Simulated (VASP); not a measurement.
A run of VASP 6.6.1:

The input INCAR:

```
PREC = Accurate
ENCUT = 520
EDIFF = 1E-7
ISMEAR = 0
SIGMA = 0.1
LREAL = F
LASPH = T
NELM = 100
ALGO = Normal
ISIF = 2
LWAVE = F
LCHARG = F
NBANDS = 15
```

The input KPOINTS:

```
regular mesh
0
Gamma
  18 18 14
```

Contents of POSCAR:

```
TaN
1.0
    2.9065292376      0.0000000000      0.0000000000
   -1.4532646188      2.5171281566      0.0000000000
    0.0000000000      0.0000000000      2.8516193959
Ta N
1 1
Direct
    0.3333333333      0.6666666667      0.5000000000
    0.0000000000      0.0000000000      0.0000000000
```

Potentials or basis: VASP PAW LDA potentials, release 64 (Ta_pv, N).

Run with:

```console
$ cat potpaw_LDA.64/Ta_pv/POTCAR potpaw_LDA.64/N/POTCAR > POTCAR
$ mpirun -np 1 vasp_std > vasp.out
```

Hardware: 1 thread of Intel(R) Xeon(R) 6975P-C (Granite Rapids), on a shared host.

Problem. Estimate the wall time of this run.

Solution. It took 23 s on 1 thread of Intel(R) Xeon(R) 6975P-C (Granite Rapids) (shared host), peak memory 0.2 GiB. Counts: scf iterations 13, k points 296.
